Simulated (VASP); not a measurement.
# Cs (P6_3/mmc) in VASP: notebook

The runs below take Cs through single point, with PBE, PBEsol.

Program: VASP 6.6.1. These are calculated values, not measurements. Logs are shortened: lines on timing, memory, paths and dates and some standing lists are left out, and cuts for length are marked.

**1. The cell of the first run**

The structure is hexagonal, space group P6_3/mmc (No. 194). The conventional cell has a = 4.027 Å, b = 4.027 Å, c = 13.040 Å, α = 90.00°, β = 90.00°, γ = 120.00°. Within 5.3 Å of Cs (site symmetry -3m) lie 12 Cs at 4.00 to 4.03 Å. Cs (site symmetry -6m2) has 12 Cs at 4.00 to 4.03 Å within 5.3 Å.

This isn't the form of Cs at room conditions, which is bcc.

**2. Single point, PBE**

Contents of INCAR:

```
SYSTEM = Cs
PREC     = Accurate       ! precision mode
ENCUT    = 520            ! plane-wave cutoff, eV
EDIFF    = 1E-6           ! SCF threshold, eV
ISMEAR   = -1             ! smearing method
SIGMA    = 0.1            ! smearing width, eV
LREAL    = .False.        ! projectors in reciprocal space
LASPH    = .True.         ! aspherical terms in the spheres
NELM     = 60             ! most SCF steps
ALGO     = Normal         ! electronic algorithm
ISIF     = 2              ! what is computed and relaxed
LWAVE    = .False.        ! write WAVECAR
LCHARG   = .True.         ! write CHGCAR
GGA      = PE             ! functional
LELF     = .True.         ! ELF
LVHAR    = .True.       
NBANDS   = 26             ! bands
```

Contents of KPOINTS:

```
Automatic mesh
0
Gamma
  5 5 2
  0 0 0
```

Contents of POSCAR:

```
Cs
1.0
    2.0133180000      3.4871660000      0.0000000000
   -2.0133180000      3.4871660000      0.0000000000
    0.0000000000      0.0000000000     13.0396230000
Cs
4
Direct
    0.0000000000      0.0000000000      0.0000000000
    0.0000000000      0.0000000000      0.5000000000
    0.3333300000      0.3333400000      0.7500000000
    0.6666600000      0.6666700000      0.2500000000
```

Potentials or basis: VASP PAW PBE potentials, release 64 (Cs_sv).

On the command line:

```sh
> cat potpaw_PBE.64/Cs_sv/POTCAR > POTCAR
> mpirun -np 1 vasp_std > vasp.out
```

OUTCAR:

```text
SYSTEM = Cs
   PREC = Accurate
   ENCUT = 520
   EDIFF = 1E-6
   ISMEAR = -1
   LREAL = .False.
   LASPH = .True.
   NELM = 60
   ISIF = 2
   GGA = PE

 ion  position               nearest neighbor table
   1  0.000  0.000  0.000-
   2  0.000  0.000  0.500-
   3  0.333  0.333  0.750-
   4  0.667  0.667  0.250-

  LATTYP: Found a hexagonal cell.
 ALAT       =     4.0266333432
 C/A-ratio  =     3.2383437697

  Lattice vectors:

 A1 = (   2.0133180000,  -3.4871660000,   0.0000000000)
 A2 = (   2.0133180000,   3.4871660000,   0.0000000000)
 A3 = (   0.0000000000,   0.0000000000,  13.0396230000)

Analysis of symmetry for initial positions (statically):
=====================================================================
 Subroutine PRICEL returns:
 Original cell was already a primitive cell.

 Routine SETGRP: Setting up the symmetry group for a
 hexagonal supercell.

 Subroutine GETGRP returns: Found  4 space group operations
 (whereof  2 operations were pure point group operations)
 out of a pool of 24 trial point group operations.

The static configuration has the point symmetry C_2 .
 The point group associated with its full space group is C_2v.

Analysis of symmetry for dynamics (positions and initial velocities):
=====================================================================
 Subroutine PRICEL returns:
 Original cell was already a primitive cell.

 Routine SETGRP: Setting up the symmetry group for a
 hexagonal supercell.

 Subroutine GETGRP returns: Found  4 space group operations
 (whereof  2 operations were pure point group operations)
 out of a pool of 24 trial point group operations.

The dynamic configuration has the point symmetry C_2 .
 The point group associated with its full space group is C_2v.

 Subroutine INISYM returns: Found  4 space group operations
 (whereof  2 operations are pure point group operations),
 and found     1 'primitive' translations

----------------------------------------------------------------------------------------

                                     Primitive cell

  volume of cell :     183.0965

  direct lattice vectors                    reciprocal lattice vectors
[... 79 lines left out ...]
   LNONCOLLINEAR =      F non collinear calculations
   LSORBIT =      F    spin-orbit coupling
   LASPH  =      T    aspherical Exc in radial PAW
   ENCUT  =  520.0 eV  38.22 Ry    6.18 a.u.   7.49  7.49 24.25*2*pi/ulx,y,z
   NELM   =     60;   NELMIN=  2; NELMDL= -5     # of ELM steps
   EDIFF  = 0.1E-05   stopping-criterion for ELM
   LREAL  =      F    real-space projection
   EDIFFG = 0.1E-04   stopping-criterion for IOM
   NSW    =      0    number of steps for IOM
   IBRION =     -1    ionic relax: 0-MD 1-quasi-New 2-CG
   NFREE  =      0    steps in history (QN), initial steepest desc. (CG)
   ISIF   =      2    stress and relaxation
   ISYM   =      2    0-nonsym 1-usesym 2-fastsym
   POTIM  = 0.5000    time-step for ionic-motion
   TEBEG  =    0.0;   TEEND  =   0.0 temperature during run
   PSTRESS=    0.0 pullay stress
   NELECT =      36.0000    total number of electrons
   NUPDOWN=      -1.0000    fix difference up-down
   EMIN   =  10.00;   EMAX   =-10.00  energy-range for DOS
   EFERMI =   0.00;   METHOD = LEGACY
   ISMEAR =    -1;   SIGMA  =   0.10  broadening in eV -4-tet -1-fermi 0-gaus
   EFERMI_NEDOS =   21; number of points for ismear=-14 and -15
   IALGO  =     38    algorithm
   IMIX   =      4    mixing-type and parameters
     AMIX     =   0.40;   BMIX     =  1.00
     AMIX_MAG =   1.60;   BMIX_MAG =  1.00
  volume/ion in A,a.u.               =      45.77       308.90
  Fermi-wavevector in a.u.,A,eV,Ry     =   0.951953  1.798931 12.329805  0.906215
  Thomas-Fermi vector in A             =   2.080471
   LORBIT       =      0    0 simple, 1 ext, 2 COOP (PROOUT), +10 PAW based schemes
   GGA     = PE    functional components
   LHFCALC =     F    Hartree Fock is set to
   AEXX    =    0.0000 exact exchange contribution
   IVDW    =     0    specifies the selected vdW correction
   LEPSILON=     F    determine dielectric tensor
   LRPA    =     F    only Hartree local field effects (RPA)
 non-spin polarized calculation
  energy-cutoff  :      520.00
  volume of cell :      183.10
 maximum number of plane-waves:      4987
 NGX is ok and might be reduce to    30
   NGX = 15   NGY = 15   NGZ = 49

 number of electron      36.0000001 magnetization

 Free energy of the ion-electron system (eV)
  ---------------------------------------------------
  ext. energy  EPLUGINS =         0.00000000
  ---------------------------------------------------
  free energy    TOTEN  =        -0.32160329 eV

  energy without entropy =       -0.11844317  energy(sigma->0) =       -0.22002323

 E-fermi :   4.0822     XC(G=0):  -8.4046

 val. band max:        4.0739124732   @ k =   0.2000   0.2000   0.0000
 cond. band min:       4.1725970632   @ k =   0.4000   0.2000   0.0000
 fundamental gap:      0.0986845900
 Fermi energy:         4.0822288216

 k-point     1 :       0.0000    0.0000    0.0000
  band No.  band energies     occupation
      1     -19.9792      2.00000
      2     -19.8396      2.00000
      3     -19.8348      2.00000
      4     -19.6868      2.00000
      5      -7.7392      2.00000
      6      -6.8818      2.00000
[... 511 lines left out ...]
     25       6.4505      0.00000
     26       6.4505      0.00000

------------------------ aborting loop because EDIFF is reached ----------------------------------------

  FORCE on cell =-STRESS in cart. coord.  units (eV):
  Direction    XX          YY          ZZ          XY          YZ          ZX
  --------------------------------------------------------------------------------------
  -------------------------------------------------------------------------------------
  Total        5.9840800      5.9840430      6.6304457      0.0000000      0.0000000      0.0000000
  in kB       52.3634128     52.3630893     58.0194058      0.0000000      0.0000000      0.0000000
  external PRESSURE =      54.2486360 kB  Pullay stress =       0.0000000 kB

 VOLUME and BASIS-vectors are now :
 -----------------------------------------------------------------------------
  energy-cutoff  :      520.00
  volume of cell :      183.10
      direct lattice vectors                 reciprocal lattice vectors
     2.013318000  3.487166000  0.000000000     0.248346262  0.143382907  0.000000000
    -2.013318000  3.487166000  0.000000000    -0.248346262  0.143382907  0.000000000
     0.000000000  0.000000000 13.039623000     0.000000000  0.000000000  0.076689334

 POSITION                                       TOTAL-FORCE (eV/Angst)
 -----------------------------------------------------------------------------------
      0.00000      0.00000      0.00000        -0.000004      0.000000      0.000000
      0.00000      0.00000      6.51981        -0.000004      0.000000      0.000000
     -0.00002      2.32479      9.77972         0.000004      0.000002      0.000000
     -0.00002      4.64954      3.25991         0.000004     -0.000002     -0.000000
 -----------------------------------------------------------------------------------
    total drift:                                0.000001      0.000000     -0.000000

  FREE ENERGIE OF THE ION-ELECTRON SYSTEM (eV)
  ---------------------------------------------------
  free  energy   TOTEN  =        -0.3216032920 eV

  energy  without entropy=       -0.1184431665  energy(sigma->0) =       -0.22002323
```

stdout:

```text
POSCAR found type information on POSCAR Cs
 POSCAR found :  1 types and       4 ions
 scaLAPACK will be used
 LDA part: xc-table for (Slater+PW92), standard interpolation
 POSCAR, INCAR and KPOINTS ok, starting setup
 FFT: planning ... GRIDC
 FFT: planning ... GRID_SOFT
 FFT: planning ... GRID
 WAVECAR not read
 entering main loop
```

Wall time 1.8 min (1 thread of Intel Xeon 8259CL, shared host); peak memory 0.3 GiB.

Results:

| Quantity | Value |
| --- | --- |
| Free energy | -0.3216 eV |
| Pressure | 5.4 GPa |
| Band gap on the k mesh | zero (bands 18 and 19 overlap by 0.79 eV) |

Stress tensor (GPa, compression positive):
```
5.24 0.00 0.00
0.00 5.24 0.00
0.00 0.00 5.80
```

Caveat: the k points lie up to 0.36 Å⁻¹ apart, too coarse for converged energies and pressures of a metal; spin-orbit coupling is left out, which moves the levels of the heavy elements.

**3. Single point, PBE**

Contents of INCAR:

```
PREC = Accurate
ENCUT = 520
EDIFF = 1E-6
ISMEAR = -1
SIGMA = 0.1
LREAL = False
LASPH = True
NELM = 100
ALGO = Normal
ISIF = 2
LWAVE = False
LCHARG = True
GGA = PE
LELF = True
LVHAR = True
NBANDS = 26
```

Contents of KPOINTS:

```
Automatic mesh
0
Gamma
  5 5 2
```

POSCAR is that of step 2.

Potentials or basis: VASP PAW PBE potentials, release 64 (Cs_sv).

On the command line:

```sh
> cat potpaw_PBE.64/Cs_sv/POTCAR > POTCAR
> mpirun -np 1 vasp_std > vasp.out
```

Wall time 2 min (1 thread of Intel Xeon 8259CL, shared host); peak memory 0.29 GiB.

The run converged. Its results:

| Property | Result |
| --- | --- |
| Free energy | -0.3216 eV |
| Pressure | 5.4 GPa |
| Band gap on the k mesh | zero (bands 18 and 19 overlap by 0.79 eV) |

Stress tensor (GPa, compression positive):
```
5.24 0.00 0.00
0.00 5.24 0.00
0.00 0.00 5.80
```

Levels at points of the mesh, in eV from the Fermi level:
```
           k point  band 14  band 15  band 16  band 17  band 18  band 19  band 20  band 21  band 22  band 23
(0.00, 0.00, 0.00)    -9.91    -9.91    -9.89    -2.01    -0.67    -0.66    -0.53     2.06     2.12     2.50
(0.00, 0.00, 0.50)    -9.95    -9.95    -9.95    -1.53    -1.53    -0.47    -0.47     2.42     2.42     2.64
```

Caveat: the k points lie up to 0.36 Å⁻¹ apart, too coarse for converged energies and pressures of a metal; spin-orbit coupling is left out, which moves the levels of the heavy elements.

**4. Single point, PBEsol**

Contents of INCAR:

```
SYSTEM = Cs
PREC     = Accurate       ! precision mode
ENCUT    = 520            ! plane-wave cutoff, eV
EDIFF    = 1E-6           ! SCF threshold, eV
ISMEAR   = -1             ! smearing method
SIGMA    = 0.1            ! smearing width, eV
LREAL    = .FALSE.        ! projectors in reciprocal space
LASPH    = .TRUE.         ! aspherical terms in the spheres
NELM     = 100            ! most SCF steps
ALGO     = Normal         ! electronic algorithm
ISIF     = 2              ! what is computed and relaxed
LWAVE    = .FALSE.        ! write WAVECAR
LCHARG   = .FALSE.        ! write CHGCAR
GGA      = PS             ! functional
NBANDS   = 26             ! bands
```

Contents of KPOINTS:

```
Automatic mesh
0
G
  5 5 2
  0 0 0
```

POSCAR is that of step 3.

On the command line:

```sh
> cat potpaw_PBE.64/Cs_sv/POTCAR > POTCAR
> mpirun -np 1 vasp_std > vasp.out
```

Run time: 1.7 min. Hardware: 1 thread of Intel Xeon 8259CL, shared host; peak memory 0.29 GiB.

Results (log left out):

| Quantity | Value |
| --- | --- |
| Free energy | -1.4596 eV |
| Pressure | 4.1 GPa |
| Band gap on the k mesh | zero (bands 18 and 19 overlap by 0.80 eV) |

Stress tensor (GPa, compression positive):
```
3.94 0.00 0.00
0.00 3.94 0.00
0.00 0.00 4.48
```

Levels at points of the mesh, in eV from the Fermi level:
```tsv
k point	band 15	band 16	band 17	band 18	band 19	band 20	band 21	band 22
(0.00, 0.00, 0.00)	-9.81	-9.79	-2.05	-0.70	-0.69	-0.56	2.06	2.13
(0.00, 0.00, 0.50)	-9.85	-9.85	-1.56	-1.56	-0.49	-0.49	2.43	2.43
```

Caveat: the k points lie up to 0.36 Å⁻¹ apart, too coarse for converged energies and pressures of a metal; the PAW data sets were made with another functional, which shifts forces and pressure a little; spin-orbit coupling is left out, which moves the levels of the heavy elements.
